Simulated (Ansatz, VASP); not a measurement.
BN: VASP beside Ansatz

File INCAR:

```
SYSTEM = BN
PREC = Accurate ; ENCUT = 600
EDIFF = 1E-6 ; ISMEAR = 0
SIGMA = 0.05 ; LREAL = .False.
LASPH = .True. ; NELM = 120
ALGO = Normal ; ISIF = 2
LWAVE = .False. ; LCHARG = .True.
GGA = CA ; LELF = .True.
LVHAR = .True. ; NBANDS = 11
GGA_COMPAT = .False.
```

KPOINTS

```
regular mesh
0
Gamma
  12 12 12
  0 0 0
```

POSCAR

```
BN
1.0
    1.2511217832      0.7223354983      3.3729344033
   -1.2511217832      0.7223354983      3.3729344033
    0.0000000000     -1.4446709967      3.3729344033
B N
1 1
Direct
    0.9597070649      1.0396353351      0.9996712000
    0.3327618000      0.3327618000      0.3327618000
```

Input for Ansatz:

```yaml
crystal:
  lattice:
    - [1.2511217832, 0.7223354983, 3.3729344033]
    - [-1.2511217832, 0.7223354983, 3.3729344033]
    - [0.0, -1.4446709967, 3.3729344033]
  atoms:
    - { symbol: B, position: [0.9597070649, 1.0396353351, 0.9996712] }
    - { symbol: "N", position: [0.3327618, 0.3327618, 0.3327618] }
basis:
  ecutwfc: 420
kpoints:
  mp_grid: { grid: [12, 12, 12] }
hamiltonian:
  xc: lda
scf:
  occupations: { method: gaussian, width: 0.05 }
output:
  forces: true
  stress: true
  eigenvalues: true
```

Alike in both runs: task single point; functional LDA; k mesh 12 × 12 × 12; occupations gaussian, width 0.05 eV; no spin polarisation.

|  | VASP | Ansatz |
| --- | --- | --- |
| version | VASP 6.6.1 | Ansatz 0.2.0 |
| potentials or method | VASP PAW LDA potentials, release 64 (B, N), cutoff 600 eV | scalar-relativistic, plane waves, PAW |
| valence electrons in the cell | 8 | 8 |

|  | VASP | Ansatz | Ansatz less VASP |
| --- | --- | --- | --- |
| gap on the k mesh at the Fermi level (eV) | 3.48 | 3.49 | +0.016 |
| least direct gap on the mesh (eV) | 4.37 | 4.38 | +0.012 |
| pressure (GPa) | -0.2 | -0.4 | -0.21 |
| traceless stress, the component that is largest in VASP (GPa) | 11.42 | 11.41 | -0.009 |
| rms of the force components (eV/Å) | 2.422 | 2.429 | +0.0069 |

LDA's correlation is that of Perdew and Zunger in VASP and of Perdew and Wang (1992) in Ansatz. Atom by atom the forces differ by 0.007 eV/Å (rms over components).
